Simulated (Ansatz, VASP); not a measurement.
**One calculation of CuO, two programs**

INCAR

```
SYSTEM = CuO
PREC     = Accurate       ! precision mode
ENCUT    = 520            ! plane-wave cutoff, eV
EDIFF    = 1E-7           ! SCF threshold, eV
ISMEAR   = -1             ! smearing method
SIGMA    = 0.1            ! smearing width, eV
LREAL    = .False.        ! projectors in reciprocal space
LASPH    = .True.         ! aspherical terms in the spheres
NELM     = 150            ! most SCF steps
ALGO     = Normal         ! electronic algorithm
ISIF     = 2              ! what is computed and relaxed
LWAVE    = .False.        ! write WAVECAR
LCHARG   = .False.        ! write CHGCAR
ISPIN    = 2              ! spin polarisation
MAGMOM   = 0.63 0.63 0.32 0.32 ! initial moments
LORBIT   = 11             ! projections on sites
LMAXMIX  = 4              ! l up to which the mixer works
LDAU     = .True.         ! DFT+U
LDAUTYPE = 2            
LDAUL    = 2 -1           ! shell
LDAUU    = 4 0            ! U, eV
LDAUJ    = 0 0          
LDAUPRINT= 1            
GGA      = PE             ! functional
NBANDS   = 29             ! bands
```

KPOINTS

```
Automatic mesh
0
Gamma
  7 7 4
  0 0 0
```

Contents of POSCAR:

```
CuO
1.0
    2.3245000000     -1.7191000000      0.0000000000
    2.3245000000      1.7191000000      0.0000000000
   -0.7792200000      0.0000000000      5.1281400000
Cu O
2 2
Direct
    0.0000000000      0.5000000000      0.0000000000
    0.5000000000      0.0000000000      0.5000000000
    0.5830000000      0.4170000000      0.2500000000
    0.4170000000      0.5830000000      0.7500000000
```

Input for Ansatz:

```yaml
crystal:
  lattice:
    - [2.3245, -1.7191, 0.0]
    - [2.3245, 1.7191, 0.0]
    - [-0.77922, 0.0, 5.12814]
  atoms:
    - { symbol: Cu, position: [0.0, 0.5, 0.0] }
    - { symbol: Cu, position: [0.5, 0.0, 0.5] }
    - { symbol: O, position: [0.583, 0.417, 0.25] }
    - { symbol: O, position: [0.417, 0.583, 0.75] }
hamiltonian:
  xc: pbe
  pseudopotentials: { kind: paw }
  hubbard: { sites: [{ species: Cu, l: d, u_eff: 4.0 }] }
basis:
  ecutwfc: 420
kpoints:
  mp_grid: { grid: [7, 7, 4] }
scf:
  occupations: { method: fermi_dirac, width: 0.1 }
  lower_state_search: "off"
output:
  forces: true
  stress: true
magnetization:
  spin_polarized: true
```

Alike in both runs: task single point; functional PBE; k mesh 7 × 7 × 4; occupations fermi-dirac, width 0.1 eV; collinear spin; Hubbard terms Cu d U = 4.0 eV.

```csv
,VASP,Ansatz
version,VASP 6.6.1,Ansatz 0.2.0
potentials or method,"VASP PAW PBE potentials, release 64 (Cu, O), cutoff 520 eV","PAW, plane waves, scalar-relativistic"
valence electrons in the cell,34,50
```

Ansatz gave:

- pressure (GPa): 6.3
- traceless stress, the component that is largest in VASP (GPa): -1.52
- rms of the force components (eV/Å): 0.106
- net moment per atom (μB): 0.45
- size of the moment on the site where the two differ most (μB): 0.57

Task: What did VASP give for the same quantities?

Result: Pressure (GPa): 2.9; traceless stress, the component that is largest in VASP (GPa): -2.10; rms of the force components (eV/Å): 0.097; net moment per atom (μB): 0.49; size of the moment on the site where the two differ most (μB): 0.65.

Site moments also hang on the region over which each program counts them. The programs project onto different local orbitals, so the same U acts differently, and such runs can settle in different states. Atom by atom the forces differ by 0.009 eV/Å (rms over components). VASP's potentials hold 34 valence electrons a cell and Ansatz's 50, so a difference there can come from the potentials and not from the codes. Ansatz's warnings: filled band counts differ across k points, no starting moments.
